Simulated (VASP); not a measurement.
Input of a VASP 6.6.1 run:

File INCAR:

```
SYSTEM = In
ALGO     = Normal         ! electronic algorithm
EDIFF    = 1E-6           ! SCF threshold, eV
EDIFFG   = -0.005         ! ionic threshold
ENCUT    = 600            ! plane-wave cutoff, eV
GGA      = PE             ! functional
IBRION   = 2              ! ionic algorithm
ISIF     = 3              ! what is computed and relaxed
ISMEAR   = -1             ! smearing method
LASPH    = .TRUE.         ! aspherical terms in the spheres
LCHARG   = .FALSE.        ! write CHGCAR
LREAL    = .FALSE.        ! projectors in reciprocal space
LWAVE    = .FALSE.        ! write WAVECAR
NELM     = 80             ! most SCF steps
NSW      = 60             ! ionic steps
PREC     = Accurate       ! precision mode
PSTRESS  = 62.0         
SIGMA    = 0.05           ! smearing width, eV
```

File KPOINTS:

```
k-points
0
G
  14 14 14
  0 0 0
```

Contents of POSCAR:

```
In
1.0
   -2.8298908712      2.8298908712      1.5564399792
    2.8298908712     -2.8298908712      1.5564399792
    2.8298908712      2.8298908712     -1.5564399792
In
2
Direct
   -0.3750000000     -0.1250000000     -0.2500000000
    0.3750000000      0.1250000000      0.2500000000
```

Potentials or basis: VASP PAW PBE potentials, release 64 (In_d).

Run with:

```bash
$ cat potpaw_PBE.64/In_d/POTCAR > POTCAR
$ mpirun -np 1 vasp_std > vasp.out
```

Question: Estimate the relaxed cell.

Answer: a = 4.338 Å, b = 4.338 Å, c = 4.338 Å, α = 97.05°, β = 97.05°, γ = 138.97°.

Question: What does it give for the relaxed volume?

Answer: 25.10 Å³/atom.

Question: Predict the space group after relaxing (to 0.1 Å).

Answer: I4_1/amd (No. 141).

Question: Estimate the band gap on the k mesh.

Answer: Zero (bands 13 and 14 overlap by 6.58 eV).

The path:
| step | energy change (eV) | largest force (eV/Å) | pressure (GPa) | volume (Å³) |
| --- | --- | --- | --- | --- |
| 1 | 0.0000 | 0.0000 | 6.76 | 49.86 |
| 2 | -0.0324 | 0.0000 | 5.92 | 50.48 |
| 3 | -0.0434 | 0.0000 | 5.51 | 50.75 |
| 4 | -0.0204 | 0.0000 | 6.30 | 50.11 |
| 5 | -0.0237 | 0.0000 | 6.20 | 50.19 |

Caveat: the cell is relaxed towards a set pressure, so the run minimises the enthalpy, not the energy; spin-orbit coupling is left out, which moves the levels of the heavy elements.
